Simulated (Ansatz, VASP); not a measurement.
## FeS2: VASP beside Ansatz

The input INCAR:

```
SYSTEM = FeS2
PREC = Accurate
ENCUT = 600
EDIFF = 1E-6
ISMEAR = 0
SIGMA = 0.01
LREAL = .FALSE.
LASPH = .TRUE.
NELM = 120
ALGO = Normal
ISIF = 2
LWAVE = .FALSE.
LCHARG = .FALSE.
GGA = PE
NBANDS = 52
GGA_COMPAT = .FALSE.
```

The input KPOINTS:

```
regular mesh
0
G
  4 4 4
  0 0 0
```

Contents of POSCAR:

```
FeS2
1.0
    5.4033489588      0.0000000000      0.0000000000
    0.0000000000      5.4033489588      0.0000000000
    0.0000000000      0.0000000000      5.4033489588
Fe S
4 8
Direct
    0.0000000000      0.5000000000      0.5000000000
    0.5000000000      0.5000000000      0.0000000000
    0.5000000000      0.0000000000      0.5000000000
    0.0000000000      0.0000000000      0.0000000000
    0.3826532222      0.1173467778      0.8826532222
    0.1173467778      0.8826532222      0.3826532222
    0.8826532222      0.3826532222      0.1173467778
    0.6173467778      0.6173467778      0.6173467778
    0.3826532222      0.3826532222      0.3826532222
    0.1173467778      0.6173467778      0.8826532222
    0.8826532222      0.1173467778      0.6173467778
    0.6173467778      0.8826532222      0.1173467778
```

Input for Ansatz:

```yaml
crystal:
  lattice:
    - [5.4033489588, 0.0, 0.0]
    - [0.0, 5.4033489588, 0.0]
    - [0.0, 0.0, 5.4033489588]
  atoms:
    - { symbol: Fe, position: [0.0, 0.5, 0.5] }
    - { symbol: Fe, position: [0.5, 0.5, 0.0] }
    - { symbol: Fe, position: [0.5, 0.0, 0.5] }
    - { symbol: Fe, position: [0.0, 0.0, 0.0] }
    - { symbol: S, position: [0.3826532222, 0.1173467778, 0.8826532222] }
    - { symbol: S, position: [0.1173467778, 0.8826532222, 0.3826532222] }
    - { symbol: S, position: [0.8826532222, 0.3826532222, 0.1173467778] }
    - { symbol: S, position: [0.6173467778, 0.6173467778, 0.6173467778] }
    - { symbol: S, position: [0.3826532222, 0.3826532222, 0.3826532222] }
    - { symbol: S, position: [0.1173467778, 0.6173467778, 0.8826532222] }
    - { symbol: S, position: [0.8826532222, 0.1173467778, 0.6173467778] }
    - { symbol: S, position: [0.6173467778, 0.8826532222, 0.1173467778] }
kpoints:
  mp_grid: { grid: [4, 4, 4] }
hamiltonian:
  xc: pbe
scf:
  occupations: { method: fixed }
  n_extra_bands: 7
output:
  forces: true
  stress: true
  eigenvalues: true
```

Alike in both runs: task single point; functional PBE; k mesh 4 × 4 × 4; no spin polarisation.

|  | VASP | Ansatz |
| --- | --- | --- |
| version | VASP 6.6.1 | Ansatz 0.2.0 |
| potentials or method | VASP PAW PBE potentials, release 64 (Fe, S) | plane waves, PAW |
| plane-wave cutoff (eV) | 600 | 420 |
| occupations | gaussian, width 0.01 eV | fixed |
| valence electrons in the cell | 80 | 112 |

```tsv
	VASP	Ansatz	Ansatz less VASP
gap on the k mesh at the Fermi level (eV)	0.42	0.40	-0.022
pressure (GPa)	0.1	0.0	-0.13
rms of the force components (eV/Å)	0.038	0.000	-0.0382
```

Atom by atom the forces differ by 0.038 eV/Å (rms over components). VASP's potentials hold 80 valence electrons a cell and Ansatz's 112, so a difference there can come from the potentials and not from the codes.
